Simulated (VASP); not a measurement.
# Si2Ni (Fm-3m) in VASP: a series of runs

Si2Ni is run at these levels: LDA; tasks: vibrations by perturbation theory.

Everything below comes from runs of VASP 6.6.1. Logs are shortened: lines on timing, memory, paths and dates and some standing lists are left out, and cuts for length are marked.

## Step 1: The cell of the first run

It takes space group Fm-3m (No. 225, cubic). The conventional cell has a = 5.349 Å, b = 5.349 Å, c = 5.349 Å, α = 90.00°, β = 90.00°, γ = 90.00°. Within 3.1 Å of Si (site symmetry -43m) lie 4 Ni at 2.32 Å and 6 Si at 2.67 Å. Within 3.1 Å of Ni (site symmetry m-3m) lie 8 Si at 2.32 Å.

## Step 2: Vibrations by perturbation theory, LDA

File INCAR:

```
PREC = Accurate
ENCUT = 520
EDIFF = 1E-8
ISMEAR = -1
SIGMA = 0.1
LREAL = False
LASPH = True
NELM = 60
ALGO = Normal
ISIF = 2
LWAVE = False
LCHARG = False
NBANDS = 16
IBRION = 8
NSW = 1
```

File KPOINTS:

```
regular mesh
0
Gamma
  8 8 8
```

File POSCAR:

```
Si2Ni
1.0
    0.0000000000      2.6744010878      2.6744010878
    2.6744010878      0.0000000000      2.6744010878
    2.6744010878      2.6744010878      0.0000000000
Si Ni
2 1
Direct
    0.2500000000      0.2500000000      0.2500000000
    0.7500000000      0.7500000000      0.7500000000
    0.0000000000      0.0000000000      0.0000000000
```

Potentials or basis: VASP PAW LDA potentials, release 64 (Si, Ni).

Command:

```bash
cat potpaw_LDA.64/Si/POTCAR potpaw_LDA.64/Ni/POTCAR > POTCAR
mpirun -np 1 vasp_std > vasp.out
```

OUTCAR:

```text
PREC = Accurate
   ENCUT = 520
   EDIFF = 1E-8
   ISMEAR = -1
   LREAL = False
   LASPH = True
   NELM = 60
   ISIF = 2
   IBRION = 8
   NSW = 1

 ion  position               nearest neighbor table
   1  0.250  0.250  0.250-   3 2.32   3 2.32   3 2.32   3 2.32   2 2.67   2 2.67   2 2.67   2 2.67
                             2 2.67   2 2.67
   2  0.750  0.750  0.750-   3 2.32   3 2.32   3 2.32   3 2.32   1 2.67   1 2.67   1 2.67   1 2.67
                             1 2.67   1 2.67
   3  0.000  0.000  0.000-   2 2.32   2 2.32   2 2.32   1 2.32   2 2.32   1 2.32   1 2.32   1 2.32

  LATTYP: Found a face centered cubic cell.
 ALAT       =     5.3488021756

  Lattice vectors:

 A1 = (   0.0000000000,   2.6744010878,   2.6744010878)
 A2 = (   2.6744010878,   0.0000000000,   2.6744010878)
 A3 = (   2.6744010878,   2.6744010878,   0.0000000000)

Analysis of symmetry for initial positions (statically):
=====================================================================
 Subroutine PRICEL returns:
 Original cell was already a primitive cell.

 Routine SETGRP: Setting up the symmetry group for a
 face centered cubic supercell.

 Subroutine GETGRP returns: Found 48 space group operations
 (whereof 48 operations were pure point group operations)
 out of a pool of 48 trial point group operations.

The static configuration has the point symmetry O_h .

Analysis of symmetry for dynamics (positions and initial velocities):
=====================================================================
 Subroutine PRICEL returns:
 Original cell was already a primitive cell.

 Routine SETGRP: Setting up the symmetry group for a
 face centered cubic supercell.

 Subroutine GETGRP returns: Found 48 space group operations
 (whereof 48 operations were pure point group operations)
 out of a pool of 48 trial point group operations.

The dynamic configuration has the point symmetry O_h .

 Subroutine INISYM returns: Found 48 space group operations
 (whereof 48 operations are pure point group operations),
 and found     1 'primitive' translations

----------------------------------------------------------------------------------------

                                     Primitive cell

  volume of cell :      38.2569

  direct lattice vectors                    reciprocal lattice vectors
     0.000000000  2.674401088  2.674401088    -0.186957746  0.186957746  0.186957746
     2.674401088  0.000000000  2.674401088     0.186957746 -0.186957746  0.186957746
     2.674401088  2.674401088  0.000000000     0.186957746  0.186957746 -0.186957746

  length of vectors
     3.782174290  3.782174290  3.782174290     0.323820315  0.323820315  0.323820315

  position of ions in fractional coordinates (direct lattice)
     0.250000000  0.250000000  0.250000000
     0.750000000  0.750000000  0.750000000
     0.000000000  0.000000000  0.000000000

  ion indices of the primitive-cell ions
   primitive index   ion index
                 1           1
                 2           2
                 3           3

----------------------------------------------------------------------------------------

 KPOINTS: regular mesh

Automatic generation of k-mesh.
 Grid dimensions read from file:
 generate k-points for:    8    8    8

 Generating k-lattice:

  Cartesian coordinates                     Fractional coordinates (reciprocal lattice)
    -0.023369718  0.023369718  0.023369718     0.125000000  0.000000000  0.000000000
     0.023369718 -0.023369718  0.023369718     0.000000000  0.125000000  0.000000000
     0.023369718  0.023369718 -0.023369718     0.000000000  0.000000000  0.125000000

  Length of vectors
[... 82 lines left out ...]
   AEXX    =    0.0000 exact exchange contribution
   IVDW    =     0    specifies the selected vdW correction
   LEPSILON=     F    determine dielectric tensor
   LRPA    =     F    only Hartree local field effects (RPA)
 non-spin polarized calculation
  energy-cutoff  :      520.00
  volume of cell :       38.26
 maximum number of plane-waves:      1056
   NGX = 13   NGY = 13   NGZ = 13

--------------------------------------- Ionic step        1  -------------------------------------------

 number of electron      17.9999990 magnetization

 Free energy of the ion-electron system (eV)
  ---------------------------------------------------
  ext. energy  EPLUGINS =         0.00000000
  ---------------------------------------------------
  free energy    TOTEN  =       -19.91241861 eV

  energy without entropy =      -19.88173361  energy(sigma->0) =      -19.89707611

 E-fermi :  10.7703     XC(G=0): -11.9033

 val. band max:       10.7076438669   @ k =   0.0000   0.0000   0.0000
 cond. band min:      10.8049711086   @ k =   0.3750   0.2500   0.0000
 fundamental gap:      0.0973272417
 Fermi energy:        10.7703398205

 k-point     1 :       0.0000    0.0000    0.0000
  band No.  band energies     occupation
      1      -3.2767      2.00000
      2       5.3823      2.00000
      3       5.3823      2.00000
      4       5.3823      2.00000
      5       7.1084      2.00000
      6       7.1084      2.00000
[... 433 lines left out ...]
      3       5.0098      2.00000
      4       5.4648      2.00000
      5       6.3308      2.00000
      6       7.0826      2.00000
[... 8 lines left out ...]
     15      17.6393      0.00000
     16      21.3181      0.00000

 [... further k-points ...]
[... 5 lines left out ...]
  --------------------------------------------------------------------------------------
  -------------------------------------------------------------------------------------
  Total        0.0485152      0.0485152      0.0485152      0.0000000      0.0000000     -0.0000000
  in kB        2.0317896      2.0317896      2.0317896      0.0000000      0.0000000     -0.0000000
  external PRESSURE =       2.0317896 kB  Pullay stress =       0.0000000 kB

 VOLUME and BASIS-vectors are now :
 -----------------------------------------------------------------------------
  energy-cutoff  :      520.00
  volume of cell :       38.26
      direct lattice vectors                 reciprocal lattice vectors
     0.000000000  2.674401088  2.674401088    -0.186957746  0.186957746  0.186957746
     2.674401088  0.000000000  2.674401088     0.186957746 -0.186957746  0.186957746
     2.674401088  2.674401088  0.000000000     0.186957746  0.186957746 -0.186957746

 POSITION                                       TOTAL-FORCE (eV/Angst)
 -----------------------------------------------------------------------------------
      1.33720      1.33720      1.33720        -0.000000      0.000000     -0.000000
      4.01160      4.01160      4.01160         0.000000     -0.000000     -0.000000
      0.00000      0.00000      0.00000         0.000000      0.000000      0.000000
 -----------------------------------------------------------------------------------
    total drift:                               -0.000000     -0.000000      0.000000

  FREE ENERGIE OF THE ION-ELECTRON SYSTEM (eV)
  ---------------------------------------------------
  free  energy   TOTEN  =       -19.9124186102 eV

  energy  without entropy=      -19.8817336112  energy(sigma->0) =      -19.89707611

[... ionic steps 2 to 9 ...]

--------------------------------------- Ionic step       10  -------------------------------------------

 Free energy of the ion-electron system (eV)
  ---------------------------------------------------
  ---------------------------------------------------
  free energy    TOTEN  =        -0.18973443 eV

  energy without entropy =       -0.18973443

------------------------ aborting loop because EDIFF is reached ----------------------------------------

 INTERNAL STRAIN TENSOR  FOR ION    3  DIRECTION 1   (eV/Angst):
 -----------------------------------------------------------------------------
    -0.01914  0.00000  0.00000
     0.00000  0.02340  0.00000
     0.00000  0.00000  0.02340

 INTERNAL STRAIN TENSOR FOR ION    3 for displacements in x,y,z  (eV/Angst):
          X           Y           Z          XY          YZ          ZX
  --------------------------------------------------------------------------------
  x     0.00000     0.00000     0.00000     0.00000     0.00000     0.00000
  y     0.00000     0.00000     0.00000     0.00000     0.00000     0.00000
  z     0.00000     0.00000     0.00000     0.00000     0.00000     0.00000

 SECOND DERIVATIVES (NOT SYMMETRIZED)
 ------------------------------------
               1X          1Y          1Z          2X          2Y          2Z          3X          3Y          3Z
  1X    -8.181679    0.000000    0.000000    2.874212    0.000000    0.000000    5.307467    0.000000    0.000000
  1Y     0.000000   -8.181679    0.000000    0.000000    2.874212    0.000000    0.000000    5.307467    0.000000
  1Z     0.000000    0.000000   -8.181679    0.000000    0.000000    2.874212    0.000000    0.000000    5.307467
  2X     2.874212    0.000000    0.000000   -8.181679    0.000000    0.000000    5.307467    0.000000    0.000000
  2Y     0.000000    2.874212    0.000000    0.000000   -8.181679    0.000000    0.000000    5.307467    0.000000
  2Z     0.000000    0.000000    2.874212    0.000000    0.000000   -8.181679    0.000000    0.000000    5.307467
  3X     5.292741   -0.000000   -0.000000    5.292741   -0.000000   -0.000000  -10.585483    0.000000    0.000000
  3Y    -0.000000    5.292741   -0.000000   -0.000000    5.292741   -0.000000    0.000000  -10.585483    0.000000
  3Z    -0.000000   -0.000000    5.292741   -0.000000   -0.000000    5.292741    0.000000    0.000000  -10.585483

 Eigenvectors and eigenvalues of the dynamical matrix
 ----------------------------------------------------

   1 f  =    9.808676 THz    61.629727 2PiTHz  327.182205 cm-1    40.565405 meV
             X         Y         Z           dx          dy          dz
      1.337201  1.337201  1.337201    -0.202206   -0.677579   -0.000000
      4.011602  4.011602  4.011602     0.202206    0.677579    0.000000
      0.000000  0.000000  0.000000    -0.000000    0.000000    0.000000
[... 43 lines left out ...]
   9 f/i=    0.006597 THz     0.041452 2PiTHz    0.220060 cm-1     0.027284 meV
             X         Y         Z           dx          dy          dz
      1.337201  1.337201  1.337201     0.085928    0.486605    0.000000
      4.011602  4.011602  4.011602     0.085928    0.486605    0.000000
      0.000000  0.000000  0.000000     0.124389    0.704409    0.000000

--------------------------------------------------------------------------------------------------------

 ELASTIC MODULI CONTR FROM IONIC RELAXATION (kBar)
 Direction    XX          YY          ZZ          XY          YZ          ZX
 --------------------------------------------------------------------------------
 XX          -0.0000      0.0000      0.0000     -0.0000     -0.0000     -0.0000
 YY           0.0000     -0.0000     -0.0000     -0.0000      0.0000     -0.0000
 ZZ           0.0000     -0.0000     -0.0000     -0.0000      0.0000     -0.0000
 XY          -0.0000     -0.0000     -0.0000   -435.8771     -0.0000     -0.0000
 YZ          -0.0000      0.0000      0.0000     -0.0000   -435.8771     -0.0000
 ZX          -0.0000     -0.0000     -0.0000     -0.0000     -0.0000   -435.8771
 --------------------------------------------------------------------------------
```

It took 60 s on 1 thread of Intel Xeon 6975P-C (Granite Rapids), shared host; peak memory 0.25 GiB.

Results:

```
Highest phonon frequency at Γ, LO-TO splitting left out : 327 cm⁻¹
```

Phonon frequencies in cm⁻¹ (negative: imaginary):
```
              q point                    frequencies
(0.000, 0.000, 0.000)  0 0 0 317 317 317 327 327 327
```

Spin polarisation is off, so any magnetic state and its effect on volume and gap are missing.

## Step 3: Vibrations by perturbation theory, LDA (volume scaled by 1.030)

INCAR, as its differences from that of step 2:

```diff
@@ -7,3 +7,3 @@
 LASPH = True
-NELM = 60
+NELM = 100
 ALGO = Normal
```

File KPOINTS:

```
Automatic mesh
0
Gamma
  8 8 8
```

File POSCAR:

```
Si2Ni
1.0
    0.0000000000      2.7008820287      2.7008820287
    2.7008820287      0.0000000000      2.7008820287
    2.7008820287      2.7008820287      0.0000000000
Si Ni
2 1
Direct
    0.2500000000      0.2500000000      0.2500000000
    0.7500000000      0.7500000000      0.7500000000
    0.0000000000      0.0000000000      0.0000000000
```

Potentials or basis: VASP PAW LDA potentials, release 64 (Si, Ni).

Command:

```bash
cat potpaw_LDA.64/Si/POTCAR potpaw_LDA.64/Ni/POTCAR > POTCAR
mpirun -np 1 vasp_std > vasp.out
```

OUTCAR:

```text
PREC = Accurate
   ENCUT = 520
   EDIFF = 1E-8
   ISMEAR = -1
   LREAL = False
   LASPH = True
   NELM = 100
   ISIF = 2
   IBRION = 8
   NSW = 1

 ion  position               nearest neighbor table
   1  0.250  0.250  0.250-   3 2.34   3 2.34   3 2.34   3 2.34   2 2.70   2 2.70   2 2.70   2 2.70
                             2 2.70   2 2.70
   2  0.750  0.750  0.750-   3 2.34   3 2.34   3 2.34   3 2.34   1 2.70   1 2.70   1 2.70   1 2.70
                             1 2.70   1 2.70
   3  0.000  0.000  0.000-   2 2.34   2 2.34   2 2.34   1 2.34   2 2.34   1 2.34   1 2.34   1 2.34

  LATTYP: Found a face centered cubic cell.
 ALAT       =     5.4017640574

  Lattice vectors:

 A1 = (   0.0000000000,   2.7008820287,   2.7008820287)
 A2 = (   2.7008820287,   0.0000000000,   2.7008820287)
 A3 = (   2.7008820287,   2.7008820287,   0.0000000000)

Analysis of symmetry for initial positions (statically):
=====================================================================
 Subroutine PRICEL returns:
 Original cell was already a primitive cell.

 Routine SETGRP: Setting up the symmetry group for a
 face centered cubic supercell.

 Subroutine GETGRP returns: Found 48 space group operations
 (whereof 48 operations were pure point group operations)
 out of a pool of 48 trial point group operations.

The static configuration has the point symmetry O_h .

Analysis of symmetry for dynamics (positions and initial velocities):
=====================================================================
 Subroutine PRICEL returns:
 Original cell was already a primitive cell.

 Routine SETGRP: Setting up the symmetry group for a
 face centered cubic supercell.

[... 651 lines left out ...]
  energy  without entropy=      -19.8652692914  energy(sigma->0) =      -19.88141959

[... ionic steps 2 to 9 ...]

--------------------------------------- Ionic step       10  -------------------------------------------

 Free energy of the ion-electron system (eV)
  ---------------------------------------------------
  ---------------------------------------------------
  free energy    TOTEN  =        -0.18961031 eV

  energy without entropy =       -0.18961031

------------------------ aborting loop because EDIFF is reached ----------------------------------------

 INTERNAL STRAIN TENSOR  FOR ION    3  DIRECTION 1   (eV/Angst):
 -----------------------------------------------------------------------------
    -0.01901  0.00000  0.00000
     0.00000  0.02323  0.00000
     0.00000  0.00000  0.02323

 INTERNAL STRAIN TENSOR FOR ION    3 for displacements in x,y,z  (eV/Angst):
          X           Y           Z          XY          YZ          ZX
  --------------------------------------------------------------------------------
  x     0.00000     0.00000     0.00000     0.00000     0.00000     0.00000
  y     0.00000     0.00000     0.00000     0.00000     0.00000     0.00000
  z     0.00000     0.00000     0.00000     0.00000     0.00000     0.00000

 SECOND DERIVATIVES (NOT SYMMETRIZED)
 ------------------------------------
               1X          1Y          1Z          2X          2Y          2Z          3X          3Y          3Z
  1X    -7.138375    0.000000    0.000000    2.453104    0.000000    0.000000    4.685271    0.000000    0.000000
  1Y     0.000000   -7.138375    0.000000    0.000000    2.453104   -0.000000    0.000000    4.685271    0.000000
  1Z     0.000000    0.000000   -7.138375    0.000000   -0.000000    2.453104    0.000000    0.000000    4.685271
  2X     2.453104    0.000000    0.000000   -7.138375    0.000000    0.000000    4.685271    0.000000    0.000000
  2Y     0.000000    2.453104   -0.000000    0.000000   -7.138375    0.000000    0.000000    4.685271    0.000000
  2Z     0.000000   -0.000000    2.453104    0.000000    0.000000   -7.138375    0.000000    0.000000    4.685271
  3X     4.675230    0.000000    0.000000    4.675230    0.000000    0.000000   -9.350461    0.000000    0.000000
  3Y     0.000000    4.675230    0.000000    0.000000    4.675230    0.000000    0.000000   -9.350461    0.000000
  3Z     0.000000    0.000000    4.675230    0.000000    0.000000    4.675230    0.000000    0.000000   -9.350461

 Eigenvectors and eigenvalues of the dynamical matrix
 ----------------------------------------------------

   1 f  =    9.136004 THz    57.403208 2PiTHz  304.744302 cm-1    37.783461 meV
             X         Y         Z           dx          dy          dz
      1.350441  1.350441  1.350441     0.525133   -0.293122   -0.371907
      4.051323  4.051323  4.051323    -0.525133    0.293122    0.371907
      0.000000  0.000000  0.000000    -0.000000    0.000000    0.000000
[... 43 lines left out ...]
   9 f/i=    0.004787 THz     0.030077 2PiTHz    0.159676 cm-1     0.019797 meV
             X         Y         Z           dx          dy          dz
      1.350441  1.350441  1.350441    -0.494214   -0.000041   -0.000000
      4.051323  4.051323  4.051323    -0.494214   -0.000041    0.000000
      0.000000  0.000000  0.000000    -0.715196   -0.000060    0.000000

--------------------------------------------------------------------------------------------------------

 ELASTIC MODULI CONTR FROM IONIC RELAXATION (kBar)
 Direction    XX          YY          ZZ          XY          YZ          ZX
 --------------------------------------------------------------------------------
 XX          -0.0000      0.0000     -0.0000     -0.0000     -0.0000      0.0000
 YY           0.0000     -0.0000      0.0000      0.0000      0.0000     -0.0000
 ZZ          -0.0000      0.0000     -0.0000     -0.0000     -0.0000      0.0000
 XY          -0.0000      0.0000     -0.0000   -378.2299     -0.0000      0.0000
 YZ          -0.0000      0.0000     -0.0000     -0.0000   -378.2299      0.0000
 ZX           0.0000     -0.0000      0.0000      0.0000      0.0000   -378.2299
 --------------------------------------------------------------------------------
```

stdout:

```text
POSCAR found type information on POSCAR SiNi
 POSCAR found :  2 types and       3 ions
 scaLAPACK will be used
 LDA part: xc-table for (Slater(with rela. corr.)+CA(PZ))
 , standard interpolation
 POSCAR, INCAR and KPOINTS ok, starting setup
 FFT: planning ... GRIDC
 FFT: planning ... GRID_SOFT
 FFT: planning ... GRID
 WAVECAR not read
 entering main loop
 Linear response reoptimize wavefunctions to high precision
 Linear response DOF=           2
 Linear response progress:
 first order change of Fermi-energy  -0.79903E-05
 force on displaced ion       1 direction 1 :  -7.138  -0.000  -0.000
 Linear response progress:
 first order change of Fermi-energy  -0.16477E-03
 force on displaced ion       3 direction 1 :  -9.350   0.000   0.000
 Linear response finished
```

It took 63 s on 1 thread of Intel Xeon 6975P-C (Granite Rapids), shared host; peak memory 0.25 GiB.

What came out:

| Property | Result |
| --- | --- |
| Highest phonon frequency at Γ, LO-TO splitting left out | 305 cm⁻¹ |

Phonon frequencies in cm⁻¹ (negative: imaginary):
```tsv
q point	frequencies
(0.000, 0.000, 0.000)	0 0 0 298 298 298 305 305 305
```

Caveat: the cell wasn't relaxed at this level first, which shifts response properties. Spin polarisation is off, so any magnetic state and its effect on volume and gap are missing.

(Part 1 of 2 ends here.)
